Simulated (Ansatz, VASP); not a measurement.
**Two plane-wave programs on Ti3H**

```xyz
8
Lattice="4.6040 0.0000 0.0000 -2.3020 3.9872 0.0000 0.0000 0.0000 22.4970" Properties=species:S:1:pos:R:3 pbc="T T T"
Ti    2.3020    1.3291    4.0000
Ti    0.0000    2.6581    4.9398
Ti    0.0000    0.0000    5.8796
Ti    2.3020    1.3291    6.7054
Ti    0.0000    2.6581    7.4344
Ti    0.0000    0.0000    8.4970
H    -0.9678    3.2169    9.2670
H     0.9678    2.0994    9.2670
```

Alike in both runs: task single point; functional PBE; k mesh 6 × 6 × 1; occupations gaussian, width 0.1 eV; no spin polarisation.

|  | VASP | Ansatz |
| --- | --- | --- |
| version | VASP 6.6.1 | Ansatz 0.2.0 |
| potentials or method | VASP PAW PBE potentials, release 64 (Ti_sv, H), cutoff 520 eV | scalar-relativistic, plane waves, PAW |
| valence electrons in the cell | 74 | 74 |

```tsv
	VASP	Ansatz	Ansatz less VASP
gap on the k mesh at the Fermi level (eV)	none	none	-
rms of the force components (eV/Å)	0.642	0.642	-0.0001
```

Atom by atom the forces differ by 0.006 eV/Å (rms over components). A gap of «none» marks a metal or a gap that the smearing closes.
